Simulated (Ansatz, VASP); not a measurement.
**NaH in VASP and in Ansatz**

INCAR

```
ALGO = Normal ; EDIFF = 1E-6
ENCUT = 500 ; GGA = PS
GGA_COMPAT = False ; ISIF = 2
ISMEAR = 0 ; LASPH = True
LCHARG = True ; LELF = True
LREAL = False ; LVHAR = True
LWAVE = False ; NBANDS = 11
NELM = 120 ; PREC = Accurate
SIGMA = 0.05
```

The input KPOINTS:

```
k-points
0
Gamma
  10 10 10
```

The input POSCAR:

```
NaH
1.0
    2.9551240000      0.0000000000      0.0000000000
    0.0000000000      2.9551240000      0.0000000000
    0.0000000000      0.0000000000      2.9551240000
Na H
1 1
Direct
   -0.1435689564     -0.1435689564      0.0000000000
    0.5000000000      0.5000000000      0.5000000000
```

Input for Ansatz:

```yaml
crystal:
  lattice:
    - [2.955124, 0.0, 0.0]
    - [0.0, 2.955124, 0.0]
    - [0.0, 0.0, 2.955124]
  atoms:
    - { symbol: Na, position: [-0.1435689564, -0.1435689564, 0.0] }
    - { symbol: H, position: [0.5, 0.5, 0.5] }
basis:
  ecutwfc: 420
kpoints:
  mp_grid: { grid: [10, 10, 10] }
hamiltonian:
  xc: pbesol
scf:
  occupations: { method: gaussian, width: 0.05 }
output:
  forces: true
  stress: true
  eigenvalues: true
```

Alike in both runs: task single point; functional PBEsol; k mesh 10 × 10 × 10; occupations gaussian, width 0.05 eV; no spin polarisation.

```csv
,VASP,Ansatz
version,VASP 6.6.1,Ansatz 0.2.0
potentials or method,"VASP PAW PBE potentials, release 64 (Na_pv, H), cutoff 500 eV","scalar-relativistic, plane waves, PAW"
valence electrons in the cell,8,10
```

|  | VASP | Ansatz | Ansatz less VASP |
| --- | --- | --- | --- |
| gap on the k mesh at the Fermi level (eV) | 1.04 | 1.04 | +0.004 |
| least direct gap on the mesh (eV) | 4.24 | 4.24 | +0.003 |
| pressure (GPa) | 2.9 | 2.9 | +0.02 |
| traceless stress, the component that is largest in VASP (GPa) | 2.92 | 2.89 | -0.030 |
| rms of the force components (eV/Å) | 0.315 | 0.311 | -0.0046 |

VASP's potentials were made for PBE, not for PBEsol. Atom by atom the forces differ by 0.005 eV/Å (rms over components). VASP's potentials hold 8 valence electrons a cell and Ansatz's 10, so a difference there can come from the potentials and not from the codes.
